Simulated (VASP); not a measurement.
Runs of VASP 6.6.1 on Ge. The structure is that of space group P6_3mc (No. 186), or close to it. The cells are those of the table. 

```tsv
level	cell	k mesh	smearing	gap on the mesh (eV)	pressure (GPa)	largest force (eV/Å)
PBE	a = 4.050, b = 4.050, c = 10.993 Å, angles 90.0, 90.0, 120.0°, 4 atoms	8 × 8 × 3	fermi-dirac 0.05 eV	0.68	-0.3	0.02
PBE	a = 3.996, b = 3.996, c = 10.845 Å, angles 90.0, 90.0, 120.0°, 4 atoms	8 × 8 × 3	fermi-dirac 0.05 eV	0.69	(c)	0.08
PBE	a = 4.130, b = 4.130, c = 11.209 Å, angles 90.0, 90.0, 120.0°, 4 atoms	8 × 8 × 3	fermi-dirac 0.05 eV	(a)	-1.7	0.15
PBEsol	a = 4.130, b = 4.130, c = 11.209 Å, angles 90.0, 90.0, 120.0°, 4 atoms	8 × 8 × 3	fermi-dirac 0.05 eV	0.35	-2.9	0.29
PBE	a = 3.968, b = 3.968, c = 10.769 Å, angles 90.0, 90.0, 120.0°, 4 atoms	8 × 8 × 3	fermi-dirac 0.05 eV	0.70	(b)	0.15
PBEsol	a = 4.050, b = 4.050, c = 10.993 Å, angles 90.0, 90.0, 120.0°, 4 atoms	5 × 5 × 2	fermi-dirac 0.03 eV	0.79	-1.6	0.17
PBEsol	a = 3.996, b = 3.996, c = 10.845 Å, angles 90.0, 90.0, 120.0°, 4 atoms	8 × 8 × 3	fermi-dirac 0.05 eV	0.69	-0.5	0.07
```

Alike in all rows: task single point; potentials or basis VASP PAW PBE potentials, release 64 (Ge_d); no spin polarisation; cutoff (eV) 520.

Q: Estimate the missing entries.

A: (a) 0.38; (b) 1.7; (c) 1.0.

Caveats: an odd mesh through Γ misses points on the zone boundary, where band edges can lie; the PAW data sets were made with another functional, which shifts forces and pressure a little (at least some runs).

A k mesh can miss the band edges, and the runs leave out spin-orbit coupling on Ge.
